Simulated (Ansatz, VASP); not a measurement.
## Ge: VASP beside Ansatz

File INCAR:

```
SYSTEM = Ge
ALGO = Normal
EDIFF = 1E-6
ENCUT = 520
GGA = PE
ISIF = 2
ISMEAR = -1
LASPH = .True.
LCHARG = .False.
LREAL = .False.
LWAVE = .False.
NBANDS = 13
NELM = 80
PREC = Accurate
SIGMA = 0.1
```

KPOINTS

```
k-points
0
Gamma
  14 14 14
  0 0 0
```

Contents of POSCAR:

```
Ge
1.0
    0.0000000000      2.1940817728      2.1940817728
    2.1940817728      0.0000000000      2.1940817728
    2.1940817728      2.1940817728      0.0000000000
Ge
1
Direct
    0.0000000000      0.0000000000      0.0000000000
```

Input for Ansatz:

```yaml
crystal:
  lattice:
    - [0.0, 2.1940817728, 2.1940817728]
    - [2.1940817728, 0.0, 2.1940817728]
    - [2.1940817728, 2.1940817728, 0.0]
  atoms:
    - { symbol: Ge, position: [0.0, 0.0, 0.0] }
hamiltonian:
  xc: pbe
  pseudopotentials:
    kind: paw
    azcp:
      Ge: "pseudopotentials/Ge.paw.azcp"
basis:
  ecutwfc: 420
  fft_grid_basis: typed
kpoints:
  mp_grid: { grid: [14, 14, 14], shift: [0, 0, 0] }
magnetization:
  spin_polarized: false
scf:
  occupations: { method: fermi_dirac, width: 0.1 }
  lower_state_search: "off"
output:
  stress: true
  write_density: true
  write_potential: true
  elf: true
  volumetric_format: npy
```

Alike in both runs: task single point; functional PBE; k mesh 14 × 14 × 14; occupations fermi-dirac, width 0.1 eV; no spin polarisation.

|  | VASP | Ansatz |
| --- | --- | --- |
| version | VASP 6.6.1 | Ansatz 0.2.0 |
| potentials or method | VASP PAW PBE potentials, release 64 (Ge_d), cutoff 520 eV | plane waves (420 eV) with PAW, scalar-relativistic |
| valence electrons in the cell | 14 | 14 |

```csv
,VASP,Ansatz,Ansatz less VASP
pressure (GPa),-4.0,-3.9,+0.09
```

The functional is the same, so the differences come from potentials, cutoffs and numerics.
